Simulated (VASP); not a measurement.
# Tl (Fd-3m) in VASP: notebook

Tl is run at these levels: PBEsol; tasks: electric field gradients.

All numbers are computed with VASP 6.6.1; they aren't measurements. Logs are shortened: lines on timing, memory, paths and dates and some standing lists are left out, and cuts for length are marked.

**1. The cell of the first run**

It takes space group Fd-3m (No. 227, cubic). Conventional cell: a = 6.803 Å, b = 6.803 Å, c = 6.803 Å, α = 90.00°, β = 90.00°, γ = 90.00°. Tl (site symmetry -43m) has 4 Tl at 2.95 Å within 3.9 Å.

**2. Electric field gradients, PBEsol**

File INCAR:

```
SYSTEM = Tl
PREC = Accurate
ENCUT = 520
EDIFF = 1E-8
ISMEAR = -1
SIGMA = 0.05
LREAL = .FALSE.
LASPH = .TRUE.
NELM = 100
ALGO = Normal
ISIF = 2
LWAVE = .FALSE.
LCHARG = .FALSE.
GGA = PS
LEFG = .TRUE.
NBANDS = 20
```

File KPOINTS:

```
Automatic mesh
0
G
  8 8 8
  0 0 0
```

File POSCAR:

```
Tl
1.0
    0.0000000000      3.4017220227      3.4017220227
    3.4017220227      0.0000000000      3.4017220227
    3.4017220227      3.4017220227      0.0000000000
Tl
2
Direct
   -0.1250000000     -0.1250000000     -0.1250000000
    0.1250000000      0.1250000000      0.1250000000
```

Potentials or basis: VASP PAW PBE potentials, release 64 (Tl_d).

The run is started by

```
cat potpaw_PBE.64/Tl_d/POTCAR > POTCAR
mpirun -np 1 vasp_std > vasp.out
```

OUTCAR:

```text
SYSTEM = Tl
   PREC = Accurate
   ENCUT = 520
   EDIFF = 1E-8
   ISMEAR = -1
   LREAL = .FALSE.
   LASPH = .TRUE.
   NELM = 100
   ISIF = 2
   GGA = PS

 ion  position               nearest neighbor table
   1  0.875  0.875  0.875-   2 2.95   2 2.95   2 2.95   2 2.95
   2  0.125  0.125  0.125-   1 2.95   1 2.95   1 2.95   1 2.95

  LATTYP: Found a face centered cubic cell.
 ALAT       =     6.8034440454

  Lattice vectors:

 A1 = (   0.0000000000,   3.4017220227,   3.4017220227)
 A2 = (   3.4017220227,   0.0000000000,   3.4017220227)
 A3 = (   3.4017220227,   3.4017220227,   0.0000000000)

Analysis of symmetry for initial positions (statically):
=====================================================================
 Subroutine PRICEL returns:
 Original cell was already a primitive cell.

 Routine SETGRP: Setting up the symmetry group for a
 face centered cubic supercell.

 Subroutine GETGRP returns: Found 48 space group operations
 (whereof 12 operations were pure point group operations)
 out of a pool of 48 trial point group operations.

The static configuration has the point symmetry D_3d.
 The point group associated with its full space group is O_h .

Analysis of symmetry for dynamics (positions and initial velocities):
=====================================================================
 Subroutine PRICEL returns:
 Original cell was already a primitive cell.

 Routine SETGRP: Setting up the symmetry group for a
 face centered cubic supercell.

 Subroutine GETGRP returns: Found 48 space group operations
 (whereof 12 operations were pure point group operations)
 out of a pool of 48 trial point group operations.

The dynamic configuration has the point symmetry D_3d.
 The point group associated with its full space group is O_h .

 Subroutine INISYM returns: Found 48 space group operations
 (whereof 12 operations are pure point group operations),
 and found     1 'primitive' translations

----------------------------------------------------------------------------------------

                                     Primitive cell

  volume of cell :      78.7275

  direct lattice vectors                    reciprocal lattice vectors
     0.000000000  3.401722023  3.401722023    -0.146984379  0.146984379  0.146984379
     3.401722023  0.000000000  3.401722023     0.146984379 -0.146984379  0.146984379
     3.401722023  3.401722023  0.000000000     0.146984379  0.146984379 -0.146984379

  length of vectors
     4.810761420  4.810761420  4.810761420     0.254584413  0.254584413  0.254584413

  position of ions in fractional coordinates (direct lattice)
     0.875000000  0.875000000  0.875000000
     0.125000000  0.125000000  0.125000000

  ion indices of the primitive-cell ions
   primitive index   ion index
                 1           1
                 2           2

----------------------------------------------------------------------------------------

 KPOINTS: Automatic mesh

Automatic generation of k-mesh.
 Grid dimensions read from file:
 generate k-points for:    8    8    8

 Generating k-lattice:

  Cartesian coordinates                     Fractional coordinates (reciprocal lattice)
    -0.018373047  0.018373047  0.018373047     0.125000000  0.000000000  0.000000000
     0.018373047 -0.018373047  0.018373047     0.000000000  0.125000000  0.000000000
     0.018373047  0.018373047 -0.018373047     0.000000000  0.000000000  0.125000000

  Length of vectors
     0.031823052  0.031823052  0.031823052

  Shift w.r.t. Gamma in fractional coordinates (k-lattice)
     0.000000000  0.000000000  0.000000000

 Subroutine IBZKPT returns following result:
 ===========================================

 Found     29 irreducible k-points:

 Following reciprocal coordinates:
            Coordinates               Weight
  0.000000  0.000000  0.000000      1.000000
  0.125000  0.000000  0.000000      8.000000
  0.250000  0.000000  0.000000      8.000000
  0.375000  0.000000  0.000000      8.000000
  0.500000  0.000000  0.000000      4.000000
  0.125000  0.125000  0.000000      6.000000
[... 16 lines left out ...]
  0.500000  0.250000  0.125000     48.000000
 -0.375000  0.250000  0.125000     24.000000
 [... further k-points ...]
   k-points           NKPTS =     29   k-points in BZ     NKDIM =     29   number of bands    NBANDS=     20
   number of dos      NEDOS =    301   number of ions     NIONS =      2
   total plane-waves  NPLWV =  46656
   dimension x,y,z NGX =    36 NGY =   36 NGZ =   36
   dimension x,y,z NGXF=    72 NGYF=   72 NGZF=   72
   ions per type =               2
   NGX,Y,Z   is equivalent  to a cutoff of  12.44, 12.44, 12.44 a.u.
   NGXF,Y,Z  is equivalent  to a cutoff of  24.88, 24.88, 24.88 a.u.
 SYSTEM =  Tl
   PREC   = accura    normal or accurate (medium, high low for compatibility)
   ISTART =      0    job   : 0-new  1-cont  2-samecut
   ICHARG =      2    charge: 1-file 2-atom 10-const
   ISPIN  =      1    spin polarized calculation?
   LNONCOLLINEAR =      F non collinear calculations
   LSORBIT =      F    spin-orbit coupling
   LASPH  =      T    aspherical Exc in radial PAW
   ENCUT  =  520.0 eV  38.22 Ry    6.18 a.u.   8.94  8.94  8.94*2*pi/ulx,y,z
   NELM   =    100;   NELMIN=  2; NELMDL= -5     # of ELM steps
   EDIFF  = 0.1E-07   stopping-criterion for ELM
   LREAL  =      F    real-space projection
   EDIFFG = 0.1E-06   stopping-criterion for IOM
   NSW    =      0    number of steps for IOM
   IBRION =     -1    ionic relax: 0-MD 1-quasi-New 2-CG
   NFREE  =      0    steps in history (QN), initial steepest desc. (CG)
   ISIF   =      2    stress and relaxation
   ISYM   =      2    0-nonsym 1-usesym 2-fastsym
   POTIM  = 0.5000    time-step for ionic-motion
   TEBEG  =    0.0;   TEEND  =   0.0 temperature during run
   PSTRESS=    0.0 pullay stress
   NELECT =      26.0000    total number of electrons
   NUPDOWN=      -1.0000    fix difference up-down
   EMIN   =  10.00;   EMAX   =-10.00  energy-range for DOS
   EFERMI =   0.00;   METHOD = LEGACY
   ISMEAR =    -1;   SIGMA  =   0.05  broadening in eV -4-tet -1-fermi 0-gaus
   EFERMI_NEDOS =   21; number of points for ismear=-14 and -15
   IALGO  =     38    algorithm
   IMIX   =      4    mixing-type and parameters
     AMIX     =   0.40;   BMIX     =  1.00
     AMIX_MAG =   1.60;   BMIX_MAG =  1.00
  volume/ion in A,a.u.               =      39.36       265.64
  Fermi-wavevector in a.u.,A,eV,Ry     =   1.131594  2.138402 17.422314  1.280504
  Thomas-Fermi vector in A             =   2.268293
   LORBIT       =      0    0 simple, 1 ext, 2 COOP (PROOUT), +10 PAW based schemes
   GGA     = PS    functional components
   LHFCALC =     F    Hartree Fock is set to
   AEXX    =    0.0000 exact exchange contribution
   IVDW    =     0    specifies the selected vdW correction
   LEPSILON=     F    determine dielectric tensor
   LRPA    =     F    only Hartree local field effects (RPA)
 non-spin polarized calculation
  energy-cutoff  :      520.00
  volume of cell :       78.73
 maximum number of plane-waves:      2148
   NGX = 17   NGY = 17   NGZ = 17

 number of electron      26.0000008 magnetization

 Free energy of the ion-electron system (eV)
  ---------------------------------------------------
  ext. energy  EPLUGINS =         0.00000000
  ---------------------------------------------------
  free energy    TOTEN  =        -4.36839526 eV

  energy without entropy =       -4.35356760  energy(sigma->0) =       -4.36098143

 E-fermi :   3.3311     XC(G=0):  -8.5886

 val. band max:        3.2665282685   @ k =   0.3750   0.3750   0.0000
 cond. band min:       3.3694230277   @ k =  -0.2500   0.3750   0.1250
 fundamental gap:      0.1028947592
 Fermi energy:         3.3311171596

 k-point     1 :       0.0000    0.0000    0.0000
  band No.  band energies     occupation
      1      -8.5035      2.00000
      2      -8.5035      2.00000
      3      -8.5035      2.00000
      4      -8.4111      2.00000
      5      -8.4111      2.00000
      6      -7.7360      2.00000
[... 12 lines left out ...]
     19       8.4955      0.00000
     20      12.2206      0.00000

 k-point     2 :       0.1250    0.0000    0.0000
  band No.  band energies     occupation
      1      -8.5312      2.00000
      2      -8.5312      2.00000
      3      -8.5015      2.00000
      4      -8.3707      2.00000
      5      -8.3707      2.00000
      6      -7.7653      2.00000
[... 12 lines left out ...]
     19       9.7589      0.00000
     20      11.6912      0.00000
[... 465 lines left out ...]
      3      -8.4313      2.00000
      4      -8.2464      2.00000
      5      -8.1594      2.00000
      6      -8.0559      2.00000
[... 12 lines left out ...]
     19      12.2092      0.00000
     20      12.4964      0.00000

 k-point    24 :      -0.3750    0.2500    0.1250
  band No.  band energies     occupation
      1      -8.6395      2.00000
      2      -8.6026      2.00000
      3      -8.4082      2.00000
      4      -8.2135      2.00000
      5      -8.1660      2.00000
      6      -8.0565      2.00000
[... 12 lines left out ...]
     19      11.5607      0.00000
     20      12.4978      0.00000

 [... further k-points ...]
[... 5 lines left out ...]
  --------------------------------------------------------------------------------------
  -------------------------------------------------------------------------------------
  Total        0.3243515      0.3243515      0.3243515      0.0000000     -0.0000000     -0.0000000
  in kB        6.6008533      6.6008533      6.6008533      0.0000000     -0.0000000     -0.0000000
  external PRESSURE =       6.6008533 kB  Pullay stress =       0.0000000 kB

 VOLUME and BASIS-vectors are now :
 -----------------------------------------------------------------------------
  energy-cutoff  :      520.00
  volume of cell :       78.73
      direct lattice vectors                 reciprocal lattice vectors
     0.000000000  3.401722023  3.401722023    -0.146984379  0.146984379  0.146984379
     3.401722023  0.000000000  3.401722023     0.146984379 -0.146984379  0.146984379
     3.401722023  3.401722023  0.000000000     0.146984379  0.146984379 -0.146984379

 POSITION                                       TOTAL-FORCE (eV/Angst)
 -----------------------------------------------------------------------------------
      5.95301      5.95301      5.95301         0.000000      0.000000     -0.000000
      0.85043      0.85043      0.85043        -0.000000     -0.000000      0.000000
 -----------------------------------------------------------------------------------
    total drift:                                0.000000      0.000000      0.000000

  FREE ENERGIE OF THE ION-ELECTRON SYSTEM (eV)
  ---------------------------------------------------
  free  energy   TOTEN  =        -4.3683952644 eV

  energy  without entropy=       -4.3535675976  energy(sigma->0) =       -4.36098143

 Electric field gradients (V/A^2)
---------------------------------------------------------------------
 ion       V_xx      V_yy      V_zz      V_xy      V_xz      V_yz
---------------------------------------------------------------------
   1      -0.000     0.000    -0.000    -0.000    -0.000    -0.000
   2      -0.000     0.000    -0.000    -0.000    -0.000    -0.000
---------------------------------------------------------------------

 Electric field gradients after diagonalization (V/A^2)
 (convention: |V_zz| > |V_xx| > |V_yy|)
----------------------------------------------------------------------
 ion       V_xx      V_yy      V_zz     asymmetry (V_yy - V_xx)/ V_zz
----------------------------------------------------------------------
   1       0.000     0.000    -0.001       0.000
   2       0.000     0.000    -0.001       0.000
----------------------------------------------------------------------

           NMR quadrupolar parameters

 Cq : quadrupolar parameter    Cq=e*Q*V_zz/h
 eta: asymmetry parameters     (V_yy - V_xx)/ V_zz
 Q  : nuclear electric quadrupole moment in mb (millibarn)
----------------------------------------------------------------------
 ion       Cq(MHz)       eta       Q (mb)
----------------------------------------------------------------------
   1      -0.000       0.000       1.000
   2      -0.000       0.000       1.000
----------------------------------------------------------------------
```

Wall time 17 s (1 thread of Intel Xeon 6975P-C (Granite Rapids), shared host); peak memory 0.21 GiB.

Results:

```
Free energy            : -4.3684 eV
Pressure               : 0.7 GPa
Band gap on the k mesh : zero (band 13 reaches 5.96 eV, above the bottom of band 14 at 2.39 eV)
```

Caveat: without QUAD_EFG the Cq values of the log hold for a quadrupole moment of 1 mb, not for the nuclei; the PAW data sets were made with another functional, which shifts forces and pressure a little; spin-orbit coupling is left out, which moves the levels of the heavy elements.

**3. Electric field gradients, PBEsol**

File INCAR:

```
PREC     = Accurate       # precision mode
ENCUT    = 520            # plane-wave cutoff, eV
EDIFF    = 1E-8           # SCF threshold, eV
ISMEAR   = -1             # smearing method
SIGMA    = 0.05           # smearing width, eV
LREAL    = False          # projectors in reciprocal space
LASPH    = True           # aspherical terms in the spheres
NELM     = 60             # most SCF steps
ALGO     = Normal         # electronic algorithm
ISIF     = 2              # what is computed and relaxed
LWAVE    = False          # write WAVECAR
LCHARG   = False          # write CHGCAR
GGA      = PS             # functional
LEFG     = True         
NBANDS   = 20             # bands
```

File KPOINTS:

```
regular mesh
0
Gamma
  8 8 8
```

POSCAR is that of step 2.

Potentials or basis: VASP PAW PBE potentials, release 64 (Tl_d).

The run is started by

```
cat potpaw_PBE.64/Tl_d/POTCAR > POTCAR
mpirun -np 1 vasp_std > vasp.out
```

OUTCAR:

```text
PREC = Accurate
   ENCUT = 520
   EDIFF = 1E-8
   ISMEAR = -1
   LREAL = False
   LASPH = True
   NELM = 60
   ISIF = 2
   GGA = PS

 ion  position               nearest neighbor table
   1  0.875  0.875  0.875-   2 2.95   2 2.95   2 2.95   2 2.95
   2  0.125  0.125  0.125-   1 2.95   1 2.95   1 2.95   1 2.95

  LATTYP: Found a face centered cubic cell.
 ALAT       =     6.8034440454

  Lattice vectors:

 A1 = (   0.0000000000,   3.4017220227,   3.4017220227)
 A2 = (   3.4017220227,   0.0000000000,   3.4017220227)
 A3 = (   3.4017220227,   3.4017220227,   0.0000000000)

Analysis of symmetry for initial positions (statically):
=====================================================================
 Subroutine PRICEL returns:
 Original cell was already a primitive cell.

 Routine SETGRP: Setting up the symmetry group for a
 face centered cubic supercell.

 Subroutine GETGRP returns: Found 48 space group operations
 (whereof 12 operations were pure point group operations)
 out of a pool of 48 trial point group operations.

The static configuration has the point symmetry D_3d.
 The point group associated with its full space group is O_h .

Analysis of symmetry for dynamics (positions and initial velocities):
=====================================================================
 Subroutine PRICEL returns:
 Original cell was already a primitive cell.

 Routine SETGRP: Setting up the symmetry group for a
 face centered cubic supercell.

 Subroutine GETGRP returns: Found 48 space group operations
 (whereof 12 operations were pure point group operations)
 out of a pool of 48 trial point group operations.

The dynamic configuration has the point symmetry D_3d.
[... 150 lines left out ...]
 cond. band min:       3.3694230277   @ k =  -0.2500   0.3750   0.1250
 fundamental gap:      0.1028947592
 Fermi energy:         3.3311171596

 k-point     1 :       0.0000    0.0000    0.0000
  band No.  band energies     occupation
      1      -8.5035      2.00000
      2      -8.5035      2.00000
      3      -8.5035      2.00000
      4      -8.4111      2.00000
      5      -8.4111      2.00000
      6      -7.7360      2.00000
[... 541 lines left out ...]
     19      11.5607      0.00000
     20      12.4978      0.00000

 [... further k-points ...]
[... 5 lines left out ...]
  --------------------------------------------------------------------------------------
  -------------------------------------------------------------------------------------
  Total        0.3243515      0.3243515      0.3243515      0.0000000     -0.0000000     -0.0000000
  in kB        6.6008533      6.6008533      6.6008533      0.0000000     -0.0000000     -0.0000000
  external PRESSURE =       6.6008533 kB  Pullay stress =       0.0000000 kB

 VOLUME and BASIS-vectors are now :
 -----------------------------------------------------------------------------
  energy-cutoff  :      520.00
  volume of cell :       78.73
      direct lattice vectors                 reciprocal lattice vectors
     0.000000000  3.401722023  3.401722023    -0.146984379  0.146984379  0.146984379
     3.401722023  0.000000000  3.401722023     0.146984379 -0.146984379  0.146984379
     3.401722023  3.401722023  0.000000000     0.146984379  0.146984379 -0.146984379

 POSITION                                       TOTAL-FORCE (eV/Angst)
 -----------------------------------------------------------------------------------
      5.95301      5.95301      5.95301         0.000000      0.000000     -0.000000
      0.85043      0.85043      0.85043        -0.000000     -0.000000      0.000000
 -----------------------------------------------------------------------------------
    total drift:                                0.000000      0.000000      0.000000

  FREE ENERGIE OF THE ION-ELECTRON SYSTEM (eV)
  ---------------------------------------------------
  free  energy   TOTEN  =        -4.3683952644 eV

  energy  without entropy=       -4.3535675976  energy(sigma->0) =       -4.36098143

 Electric field gradients (V/A^2)
---------------------------------------------------------------------
 ion       V_xx      V_yy      V_zz      V_xy      V_xz      V_yz
---------------------------------------------------------------------
   1      -0.000     0.000    -0.000    -0.000    -0.000    -0.000
   2      -0.000     0.000    -0.000    -0.000    -0.000    -0.000
---------------------------------------------------------------------

 Electric field gradients after diagonalization (V/A^2)
 (convention: |V_zz| > |V_xx| > |V_yy|)
----------------------------------------------------------------------
 ion       V_xx      V_yy      V_zz     asymmetry (V_yy - V_xx)/ V_zz
----------------------------------------------------------------------
   1       0.000     0.000    -0.001       0.000
   2       0.000     0.000    -0.001       0.000
----------------------------------------------------------------------

           NMR quadrupolar parameters

 Cq : quadrupolar parameter    Cq=e*Q*V_zz/h
 eta: asymmetry parameters     (V_yy - V_xx)/ V_zz
 Q  : nuclear electric quadrupole moment in mb (millibarn)
----------------------------------------------------------------------
 ion       Cq(MHz)       eta       Q (mb)
----------------------------------------------------------------------
   1      -0.000       0.000       1.000
   2      -0.000       0.000       1.000
----------------------------------------------------------------------
```

It took 16 s on 1 thread of Intel Xeon 6975P-C (Granite Rapids), shared host; peak memory 0.2 GiB.

What came out:

```
Free energy            : -4.3684 eV
Pressure               : 0.7 GPa
Band gap on the k mesh : zero (band 13 reaches 5.96 eV, above the bottom of band 14 at 2.39 eV)
```

Caveat: without QUAD_EFG the Cq values of the log hold for a quadrupole moment of 1 mb, not for the nuclei; the PAW data sets were made with another functional, which shifts forces and pressure a little; spin-orbit coupling is left out, which moves the levels of the heavy elements.
